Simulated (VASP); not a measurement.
Write the native input for VASP 6.6.1 that does the following.

- Task: single point
- Functional: r2SCAN
- Potentials or basis: VASP PAW PBE potentials, release 64 (K_sv, Br)
- Cutoff: 520 eV
- k mesh: 7 × 7 × 7
- Occupations: fermi-dirac, width 0.02 eV
- Spin: no spin polarisation
- Dipole correction: no
- Further INCAR settings: ALGO = Normal; EDIFF = 1e-06; NBANDS = 15

KBr:

```xyz
2
Lattice="3.9758 0.0000 0.0000 0.0000 3.9758 0.0000 0.0000 0.0000 3.9758" Properties=species:S:1:pos:R:3 pbc="T T T"
K     0.0000    0.0000    0.0000
Br    1.9879    1.9879    1.9879
```

The input as run:

POSCAR

```
KBr
1.0
    3.9757950673      0.0000000000      0.0000000000
    0.0000000000      3.9757950673      0.0000000000
    0.0000000000      0.0000000000      3.9757950673
K Br
1 1
Direct
    0.0000000000      0.0000000000      0.0000000000
    0.5000000000      0.5000000000      0.5000000000
```

INCAR.step1

```
SYSTEM = KBr
  PREC = Accurate
  ENCUT = 520
  ISMEAR = -1
  SIGMA = 0.02
  LREAL = .FALSE.
  LASPH = .TRUE.
  NELM = 80
  NBANDS = 15
  GGA = PE
  ALGO = Normal
  EDIFF = 1E-4
  LWAVE = .TRUE.
  LCHARG = .FALSE.
```

INCAR.step2

```
SYSTEM = KBr
  PREC = Accurate
  ENCUT = 520
  EDIFF = 1E-6
  ISMEAR = -1
  SIGMA = 0.02
  LREAL = .FALSE.
  LASPH = .TRUE.
  NELM = 80
  ALGO = Normal
  ISIF = 2
  LWAVE = .FALSE.
  LCHARG = .TRUE.
  METAGGA = R2SCAN
  LMIXTAU = .TRUE.
  LELF = .TRUE.
  LVHAR = .TRUE.
  NBANDS = 15
  ISTART = 1
```

KPOINTS

```
regular mesh
0
G
  7 7 7
  0 0 0
```

Potentials or basis: VASP PAW PBE potentials, release 64 (K_sv, Br).

Launch:

```bash
$ cat potpaw_PBE.64/K_sv/POTCAR potpaw_PBE.64/Br/POTCAR > POTCAR
$ cp INCAR.step1 INCAR
$ mpirun -np 1 vasp_std > vasp.out
$ cp INCAR.step2 INCAR
$ mpirun -np 1 vasp_std > vasp.out
```

Results of the run:

| Quantity | Value |
| --- | --- |
| Pressure | 0.0 GPa |
| Band gap on the k mesh | 4.80 eV, indirect (least direct gap 5.05 eV) |

Caveat: the PAW data sets were made with another functional, which shifts forces and pressure a little.

Run time: 55 s on 1 thread of Intel(R) Xeon(R) 6975P-C (Granite Rapids), with other jobs on the host, peak memory 0.17 GiB.
